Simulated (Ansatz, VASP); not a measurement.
## One calculation of BP4, two programs

```xyz
5
Lattice="-2.4540 2.4540 3.2728 2.4540 -2.4540 3.2728 2.4540 2.4540 -3.2728" Properties=species:S:1:pos:R:3 pbc="T T T"
B     0.0000    0.0000    0.0000
P     0.0000    0.0000    1.8302
P     0.0000    0.0000    4.7155
P     0.0000    2.4540    1.6364
P     2.4540    0.0000    1.6364
```

Change from the starting cell: species swapped into the RbIn4 type (I4/mmm, No. 139).

Alike in both runs: task relaxation of cell and atoms; functional PBE; k mesh 12 × 12 × 12; occupations gaussian, width 0.1 eV; no spin polarisation.

|  | VASP | Ansatz |
| --- | --- | --- |
| version | VASP 6.6.1 | Ansatz 0.2.0 |
| potentials or method | VASP PAW PBE potentials, release 64 (B, P), cutoff 600 eV | scalar-relativistic, plane waves, PAW |
| valence electrons in the cell | 23 | 23 |

```csv
,VASP,Ansatz,Ansatz less VASP
"gap on the k mesh at the Fermi level, each at its own relaxed structure (eV)",none,none,-
relaxed volume (Å³/atom),15.62,15.64,+0.018
relaxed cell length with the largest relative difference (Å),4.747,4.749,+0.0016
```

A gap of «none» marks a metal or a gap that the smearing closes.
